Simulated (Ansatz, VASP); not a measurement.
# Cu: VASP beside Ansatz

```
Cu
1.0
     1.26018    0.72756    2.05782
    -1.26018    0.72756    2.05782
     0.00000   -1.45513    2.05782
Cu
1
Direct
  0.00000 0.00000 0.00000
```

Alike in both runs: functional PBEsol; k mesh 20 × 20 × 20; occupations gaussian, width 0.1 eV; no spin polarisation.

Ansatz relaxed the structure, and its values are those at the end. VASP's run is a single point on that final structure, the one shown.

|  | VASP | Ansatz |
| --- | --- | --- |
| version | VASP 6.6.1 | Ansatz 0.2.0 |
| potentials or method | VASP PAW PBE potentials, release 64 (Cu), cutoff 520 eV | scalar-relativistic, plane waves, PAW |
| valence electrons in the cell | 11 | 19 |

|  | VASP | Ansatz | Ansatz less VASP |
| --- | --- | --- | --- |
| gap on the k mesh at the Fermi level (eV) | none | none | - |
| pressure (GPa) | 0.6 | -0.1 | -0.70 |

VASP's potentials were made for PBE, not for PBEsol. A gap of «none» marks a metal or a gap that the smearing closes. VASP's potentials hold 11 valence electrons a cell and Ansatz's 19, so a difference there can come from the potentials and not from the codes. Ansatz's warnings: near symmetry operations not taken.
